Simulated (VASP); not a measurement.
A run of VASP 6.6.1:

POSCAR

```
InAs
1.0
    0.0000000000      3.0437501468      3.0437501468
    3.0437501468      0.0000000000      3.0437501468
    3.0437501468      3.0437501468      0.0000000000
In As
1 1
Direct
    0.0000000000      0.0000000000      0.0000000000
    0.2500000000      0.2500000000      0.2500000000
```

File INCAR.step1:

```
PREC = Accurate ; ENCUT = 520
EDIFF = 1E-6 ; ISMEAR = -1
SIGMA = 0.08 ; LREAL = F
LASPH = T ; NELM = 80
ALGO = Normal ; ISIF = 2
LWAVE = F ; LCHARG = T
GGA = PS ; NBANDS = 16
```

Contents of KPOINTS.step1:

```
Automatic mesh
0
Gamma
  11 11 11
```

The input INCAR.step2:

```
PREC = Accurate ; ENCUT = 520
EDIFF = 1E-6 ; ISMEAR = -5
SIGMA = 0.08 ; LREAL = F
LASPH = T ; NELM = 80
ALGO = Normal ; ISIF = 2
LWAVE = F ; LCHARG = F
GGA = PS ; LORBIT = 10
NBANDS = 16 ; NEDOS = 2001
ICHARG = 11
```

Contents of KPOINTS.step2:

```
Automatic mesh
0
Gamma
  17 17 17
```

Potentials or basis: VASP PAW PBE potentials, release 64 (In_d, As).

The run is started by

```console
$ cat potpaw_PBE.64/In_d/POTCAR potpaw_PBE.64/As/POTCAR > POTCAR
$ cp INCAR.step1 INCAR
$ cp KPOINTS.step1 KPOINTS
$ mpirun -np 1 vasp_std > vasp.out
$ cp INCAR.step2 INCAR
$ cp KPOINTS.step2 KPOINTS
$ mpirun -np 1 vasp_std > vasp.out
```

Hardware: 1 thread of Intel(R) Xeon(R) 6975P-C (Granite Rapids), with other jobs on the host.

Estimate the wall time of this run.

Wall time 36 s on 1 thread of Intel(R) Xeon(R) 6975P-C (Granite Rapids) (shared host), peak memory 0.28 GiB. Counts: k points 165.
